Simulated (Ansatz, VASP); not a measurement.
## One calculation of Al, two programs

```
CELL_PARAMETERS angstrom
0.00000 2.02398 2.02398
2.02398 0.00000 2.02398
2.02398 2.02398 0.00000
ATOMIC_POSITIONS crystal
Al 0.00000 0.00000 0.00000
```

Alike in both runs: task electric field gradients; functional LDA; k mesh 14 × 14 × 14; occupations fermi-dirac, width 0.05 eV; no spin polarisation.

|  | VASP | Ansatz |
| --- | --- | --- |
| version | VASP 6.6.1 | Ansatz 0.2.0 |
| potentials or method | VASP PAW LDA potentials, release 64 (Al) | PAW with Ansatz's default frozen-core files, scalar-relativistic |
| plane-wave cutoff (eV) | 520 | 420 |
| valence electrons in the cell | 3 | 3 |

```tsv
	VASP	Ansatz	Ansatz less VASP
pressure (GPa)	-3.8	-3.8	-0.04
```

LDA's correlation is that of Perdew and Zunger in VASP and of Perdew and Wang (1992) in Ansatz.
